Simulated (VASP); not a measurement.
A run of VASP 6.6.1 is set up as follows.

Contents of INCAR:

```
SYSTEM = Cu
PREC     = Accurate       ! precision mode
ENCUT    = 600            ! plane-wave cutoff, eV
EDIFF    = 1E-6           ! SCF threshold, eV
ISMEAR   = 0              ! smearing method
SIGMA    = 0.1            ! smearing width, eV
LREAL    = .FALSE.        ! projectors in reciprocal space
LASPH    = .TRUE.         ! aspherical terms in the spheres
NELM     = 120            ! most SCF steps
ALGO     = Normal         ! electronic algorithm
ISIF     = 2              ! what is computed and relaxed
LWAVE    = .FALSE.        ! write WAVECAR
LCHARG   = .TRUE.         ! write CHGCAR
LELF     = .TRUE.         ! ELF
LVHAR    = .TRUE.       
NBANDS   = 12             ! bands
GGA_COMPAT= .FALSE.
```

The input KPOINTS:

```
regular mesh
0
G
  20 20 20
  0 0 0
```

Contents of POSCAR:

```
Cu
1.0
    0.0000000000      1.7591151946      1.7591151946
    1.7591151946      0.0000000000      1.7591151946
    1.7591151946      1.7591151946      0.0000000000
Cu
1
Direct
    0.0000000000      0.0000000000      0.0000000000
```

Potentials or basis: VASP PAW LDA potentials, release 64 (Cu).

The run is started by

```console
$ cat potpaw_LDA.64/Cu/POTCAR > POTCAR
$ mpirun -np 1 vasp_std > vasp.out
```

Question: Estimate the pressure.

Answer: 0.9 GPa.
